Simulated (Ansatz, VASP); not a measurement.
## V: VASP beside Ansatz

INCAR

```
  ALGO = Normal
  EDIFF = 1E-6
  ENCUT = 520
  GGA = RE
  ISIF = 2
  ISMEAR = -1
  LASPH = T
  LCHARG = T
  LELF = T
  LREAL = F
  LVHAR = T
  LWAVE = F
  NBANDS = 20
  NELM = 60
  PREC = Accurate
  SIGMA = 0.1
```

Contents of KPOINTS:

```
k-points
0
Gamma
  11 11 11
```

The input POSCAR:

```
V
1.0
    0.0000000000      2.7542680254      2.7542680254
    2.7542680254      0.0000000000      2.7542680254
    2.7542680254      2.7542680254      0.0000000000
V
2
Direct
    0.1250000000      0.1250000000      0.1250000000
    0.8750000000      0.8750000000      0.8750000000
```

Input for Ansatz:

```yaml
crystal:
  lattice:
    - [0.0, 2.7542680254, 2.7542680254]
    - [2.7542680254, 0.0, 2.7542680254]
    - [2.7542680254, 2.7542680254, 0.0]
  atoms:
    - { symbol: V, position: [0.125, 0.125, 0.125] }
    - { symbol: V, position: [0.875, 0.875, 0.875] }
hamiltonian:
  xc: revpbe
  pseudopotentials:
    kind: paw
    azcp:
      V: "pseudopotentials/V.paw.azcp"
basis:
  ecutwfc: 420
  fft_grid_basis: typed
kpoints:
  mp_grid: { grid: [11, 11, 11], shift: [0, 0, 0] }
magnetization:
  spin_polarized: false
scf:
  occupations: { method: fermi_dirac, width: 0.1 }
  lower_state_search: "off"
output:
  stress: true
  write_density: true
  write_potential: true
  elf: true
  volumetric_format: npy
```

Alike in both runs: task single point; functional revPBE; k mesh 11 × 11 × 11; occupations fermi-dirac, width 0.1 eV; no spin polarisation.

|  | VASP | Ansatz |
| --- | --- | --- |
| version | VASP 6.6.1 | Ansatz 0.2.0 |
| potentials or method | VASP PAW PBE potentials, release 64 (V_sv), cutoff 520 eV | plane waves (420 eV) with PAW, scalar-relativistic |
| valence electrons in the cell | 26 | 26 |

VASP gave:

```
pressure (GPa) : -3.5
```

Task: Which values does Ansatz return?

Result: Pressure (GPa): -3.8.

VASP's potentials were made for PBE, not for revPBE. The functional is the same, so the differences come from potentials, cutoffs and numerics.
